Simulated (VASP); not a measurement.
Gd: single point with LDA

Gd:

```
CELL_PARAMETERS angstrom
2.94817 0.00000 0.00000
0.00000 2.94817 0.00000
0.00000 0.00000 2.94817
ATOMIC_POSITIONS crystal
Gd 0.00000 0.00000 0.00000
```

This isn't the form of Gd at room conditions, which is hcp.

| Item | Value |
| --- | --- |
| Program | VASP 6.6.1 |
| Task | single point |
| Functional | LDA |
| Potentials or basis | VASP PAW PBE potentials, release 64 (Gd) |
| Cutoff | 520 eV |
| k mesh | 7 × 7 × 7 |
| Occupations | gaussian, width 0.05 eV |
| Spin | collinear spin, ferromagnetic start |
| Starting moments | [7.0] μB |

```yaml
Pressure: 5.2 GPa
Net_moment: 7.42 μB per cell
Site_moments: Gd +6.97 μB
Valence_electrons_inside_the_program's_atomic_spheres: Gd 15.45
```

Levels at points of the mesh, in eV from the Fermi level:
Spin up:
```csv
k point,band 10,band 11,band 12,band 13,band 14,band 15,band 16,band 17
"(0.00, 0.00, 0.00)",-4.04,-4.04,-3.96,-1.70,-1.70,7.68,7.68,7.68
```
Spin down:
```
           k point  band 1  band 2  band 3  band 4  band 5  band 6  band 7  band 8  band 9  band 10
(0.00, 0.00, 0.00)  -41.87  -19.02  -19.02  -19.02   -3.98   -0.57   -0.57    0.62    0.62     0.62
```

Run time: 14 s on 1 thread of Intel(R) Xeon(R) 6975P-C (Granite Rapids), with other jobs on the host, peak memory 0.15 GiB.

Caveat: the cell stands under pressure; the PAW data sets were made with another functional, which shifts forces and pressure a little; spin-orbit coupling is left out, which moves the levels of the heavy elements; semilocal functionals describe open f shells poorly, which spoils levels, moments and volumes. The state reached can hang on the start; a lower one may exist.
